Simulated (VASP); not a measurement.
# CsI (Pm-3m) in VASP: single point with HSE06

Aim: the single point of CsI with HSE06.

Everything below comes from runs of VASP 6.6.1. Logs are shortened: lines on timing, memory, paths and dates and some standing lists are left out, and cuts for length are marked.

### 1 The cell of the first run

The structure is cubic, space group Pm-3m (No. 221). The conventional cell has a = 4.609 Å, b = 4.609 Å, c = 4.609 Å, α = 90.00°, β = 90.00°, γ = 90.00°. Cs (site symmetry m-3m) has 8 I at 3.99 Å and 6 Cs at 4.61 Å within 5.2 Å. I (site symmetry m-3m) has 8 Cs at 3.99 Å and 6 I at 4.61 Å within 5.2 Å.

### 2 Single point, HSE06

The input, POSCAR:

```
CsI
1.0
    4.6090269300      0.0000000000      0.0000000000
    0.0000000000      4.6090269300      0.0000000000
    0.0000000000      0.0000000000      4.6090269300
Cs I
1 1
Direct
    0.0000000000      0.0000000000      0.0000000000
    0.5000000000      0.5000000000      0.5000000000
```

The input, INCAR.step1:

```
SYSTEM = CsI
PREC = Accurate ; ENCUT = 400
EDIFF = 1E-5 ; ISMEAR = -1
SIGMA = 0.02 ; LREAL = .False.
LASPH = .True. ; NELM = 120
ALGO = Normal ; ISIF = 2
LWAVE = .True. ; LCHARG = .False.
GGA = PE ; NBANDS = 15
GGA_COMPAT = .False.
```

The input, INCAR.step2:

```
SYSTEM = CsI
PREC = Accurate ; ENCUT = 400
EDIFF = 1E-6 ; ISMEAR = -1
SIGMA = 0.02 ; LREAL = .False.
LASPH = .True. ; NELM = 120
ALGO = Normal ; ISIF = 2
LWAVE = .False. ; LCHARG = .False.
GGA = PE ; LHFCALC = .True.
HFSCREEN = 0.2079 ; PRECFOCK = Normal
ISTART = 1 ; NBANDS = 15
GGA_COMPAT = .False.
```

The input, KPOINTS:

```
regular mesh
0
Gamma
  6 6 6
  0 0 0
```

Potentials or basis: VASP PAW PBE potentials, release 64 (Cs_sv, I).

The run is started by

```bash
cat potpaw_PBE.64/Cs_sv/POTCAR potpaw_PBE.64/I/POTCAR > POTCAR
cp INCAR.step1 INCAR
mpirun -np 1 vasp_std > vasp.out
cp INCAR.step2 INCAR
mpirun -np 1 vasp_std > vasp.out
```

OUTCAR:

```text
SYSTEM = CsI
   PREC = Accurate
   ENCUT = 400
   EDIFF = 1E-6
   ISMEAR = -1
   LREAL = .False.
   LASPH = .True.
   NELM = 120
   ISIF = 2
   GGA = PE
   LHFCALC = .True.
   HFSCREEN = 0.2079
   PRECFOCK = Normal
   ISTART = 1

 ion  position               nearest neighbor table
   1  0.000  0.000  0.000-
   2  0.500  0.500  0.500-

  LATTYP: Found a simple cubic cell.
 ALAT       =     4.6090269300

  Lattice vectors:

 A1 = (   4.6090269300,   0.0000000000,   0.0000000000)
 A2 = (   0.0000000000,   4.6090269300,   0.0000000000)
 A3 = (   0.0000000000,   0.0000000000,   4.6090269300)

Analysis of symmetry for initial positions (statically):
=====================================================================
 Subroutine PRICEL returns:
 Original cell was already a primitive cell.

 Routine SETGRP: Setting up the symmetry group for a
 simple cubic supercell.

 Subroutine GETGRP returns: Found 48 space group operations
 (whereof 48 operations were pure point group operations)
 out of a pool of 48 trial point group operations.

The static configuration has the point symmetry O_h .

Analysis of symmetry for dynamics (positions and initial velocities):
=====================================================================
 Subroutine PRICEL returns:
 Original cell was already a primitive cell.

 Routine SETGRP: Setting up the symmetry group for a
 simple cubic supercell.

 Subroutine GETGRP returns: Found 48 space group operations
 (whereof 48 operations were pure point group operations)
 out of a pool of 48 trial point group operations.

The dynamic configuration has the point symmetry O_h .

 Subroutine INISYM returns: Found 48 space group operations
 (whereof 48 operations are pure point group operations),
 and found     1 'primitive' translations

----------------------------------------------------------------------------------------

                                     Primitive cell

  volume of cell :      97.9102

  direct lattice vectors                    reciprocal lattice vectors
     4.609026930  0.000000000  0.000000000     0.216965536  0.000000000  0.000000000
     0.000000000  4.609026930  0.000000000     0.000000000  0.216965536  0.000000000
     0.000000000  0.000000000  4.609026930     0.000000000  0.000000000  0.216965536
[... 92 lines left out ...]
   EMIN   =  10.00;   EMAX   =-10.00  energy-range for DOS
   EFERMI =   0.00;   METHOD = LEGACY
   ISMEAR =    -1;   SIGMA  =   0.02  broadening in eV -4-tet -1-fermi 0-gaus
   EFERMI_NEDOS =   21; number of points for ismear=-14 and -15
   IALGO  =     38    algorithm
   IMIX   =      1    mixing-type and parameters
     AMIX     =   0.40;   BMIX     =  1.00
     AMIX_MAG =   1.60;   BMIX_MAG =  1.00
  volume/ion in A,a.u.               =      48.96       330.37
  Fermi-wavevector in a.u.,A,eV,Ry     =   0.895033  1.691367 10.899404  0.801084
  Thomas-Fermi vector in A             =   2.017313
   LORBIT       =      0    0 simple, 1 ext, 2 COOP (PROOUT), +10 PAW based schemes
   GGA     = PE    functional components
   LHFCALC =     T    Hartree Fock is set to
   PRECFOCK=normal    Normal, Fast or Accurate (Low or Medium for compatibility)
   ENCUT4O =  -1.0   cutoff for four orbital integrals eV
   NKREDX  =     1    reduce k-point grid by
   NKREDY  =     1    reduce k-point grid by
   NKREDZ  =     1    reduce k-point grid by
   AEXX    =    0.2500 exact exchange contribution
   HFSCREEN=    0.2079 screening length (either q_TF or 0.3 A-1)
   HFSCREENC=   0.2079 screening length for correlation (either q_TF or 0.3 A-1)
   ENCUTFOCK=  -1.0 apply spherical cutoff to Coloumb kernel
   IVDW    =     0    specifies the selected vdW correction
   LEPSILON=     F    determine dielectric tensor
   LRPA    =     F    only Hartree local field effects (RPA)
 non-spin polarized calculation
  energy-cutoff  :      400.00
  volume of cell :       97.91
 maximum number of plane-waves:      1800
  NGX = 24; NGY = 24; NGZ = 24

 number of electron      16.0000010 magnetization

 Free energy of the ion-electron system (eV)
  ---------------------------------------------------
  ext. energy  EPLUGINS =         0.00000000
  ---------------------------------------------------
  free energy    TOTEN  =        -6.31067305 eV

  energy without entropy =       -6.31067305  energy(sigma->0) =       -6.31067305

 E-fermi :   0.4313     XC(G=0):  -6.4249

 val. band max:       -0.0487195067   @ k =   0.5000   0.5000   0.0000
 cond. band min:       4.7247076452   @ k =   0.0000   0.0000   0.0000
 fundamental gap:      4.7734271520
 Fermi energy:         0.4313229752

 k-point     1 :       0.0000    0.0000    0.0000
  band No.  band energies     occupation
      1     -21.9319      2.00000
      2     -11.5658      2.00000
      3      -7.6257      2.00000
      4      -7.6257      2.00000
      5      -7.6257      2.00000
      6      -0.1485      2.00000
      7      -0.1485      2.00000
      8      -0.1485      2.00000
      9       4.7247      0.00000
     10       5.1397      0.00000
     11       5.1397      0.00000
     12       8.8636      0.00000
     13       8.8636      0.00000
     14       8.8636      0.00000
[... 329 lines left out ...]
      2     -11.2745      2.00000
      3      -7.8620      2.00000
      4      -7.8620      2.00000
      5      -7.8620      2.00000
      6      -1.3685      2.00000
      7      -1.3685      2.00000
      8      -1.3685      2.00000
      9       8.0613      0.00000
     10       8.0613      0.00000
     11       8.0613      0.00000
     12       8.8976      0.00000
     13       8.8976      0.00000
     14       8.8976      0.00000
     15      10.9826      0.00000

------------------------ aborting loop because EDIFF is reached ----------------------------------------

  FORCE on cell =-STRESS in cart. coord.  units (eV):
  Direction    XX          YY          ZZ          XY          YZ          ZX
  --------------------------------------------------------------------------------------
  -------------------------------------------------------------------------------------
  Total        0.1095142      0.1095142      0.1095142     -0.0000000     -0.0000000      0.0000000
  in kB        1.7920630      1.7920630      1.7920630     -0.0000000     -0.0000000      0.0000000
  external PRESSURE =       1.7920630 kB  Pullay stress =       0.0000000 kB

 VOLUME and BASIS-vectors are now :
 -----------------------------------------------------------------------------
  energy-cutoff  :      400.00
  volume of cell :       97.91
      direct lattice vectors                 reciprocal lattice vectors
     4.609026930  0.000000000  0.000000000     0.216965536  0.000000000  0.000000000
     0.000000000  4.609026930  0.000000000     0.000000000  0.216965536  0.000000000
     0.000000000  0.000000000  4.609026930     0.000000000  0.000000000  0.216965536

 POSITION                                       TOTAL-FORCE (eV/Angst)
 -----------------------------------------------------------------------------------
      0.00000      0.00000      0.00000         0.000000      0.000000      0.000000
      2.30451      2.30451      2.30451         0.000000      0.000000      0.000000
 -----------------------------------------------------------------------------------
    total drift:                                0.000000      0.000000      0.000000

  FREE ENERGIE OF THE ION-ELECTRON SYSTEM (eV)
  ---------------------------------------------------
  free  energy   TOTEN  =        -6.3106730547 eV

  energy  without entropy=       -6.3106730547  energy(sigma->0) =       -6.31067305
```

OUTCAR.step1:

```text
SYSTEM = CsI
   PREC = Accurate
   ENCUT = 400
   EDIFF = 1E-5
   ISMEAR = -1
   LREAL = .False.
[... 574 lines left out ...]
      0.00000      0.00000      0.00000         0.000000      0.000000      0.000000
      2.30451      2.30451      2.30451         0.000000      0.000000      0.000000
 -----------------------------------------------------------------------------------
    total drift:                                0.000000     -0.000000     -0.000000

  FREE ENERGIE OF THE ION-ELECTRON SYSTEM (eV)
  ---------------------------------------------------
  free  energy   TOTEN  =        -5.4374515078 eV

  energy  without entropy=       -5.4374515078  energy(sigma->0) =       -5.43745151
```

It took 15 min on 1 thread of Intel Xeon 6975P-C (Granite Rapids), shared host; peak memory 0.31 GiB.

What came out:

* Free energy: -6.3107 eV
* Pressure: 0.2 GPa
* Band gap on the k mesh: 4.77 eV (least direct gap 4.87 eV)

Levels at points of the mesh, in eV from the valence-band top:
| k point | band 6 | band 7 | band 8 | band 9 | band 10 | band 11 |
| --- | --- | --- | --- | --- | --- | --- |
| (0.00, 0.00, 0.00) | -0.10 | -0.10 | -0.10 | 4.77 | 5.19 | 5.19 |
| (0.50, 0.00, 0.00) | -1.58 | -0.23 | -0.23 | 6.27 | 7.39 | 7.72 |
| (0.50, 0.50, 0.00) | -0.91 | -0.91 | 0.00 | 5.22 | 5.93 | 7.18 |
| (0.50, 0.50, 0.50) | -1.32 | -1.32 | -1.32 | 8.11 | 8.11 | 8.11 |

Caveat: the PAW data sets were made with another functional, which shifts forces and pressure a little; spin-orbit coupling is left out, which moves the levels of the heavy elements. A k mesh can miss the band edges.
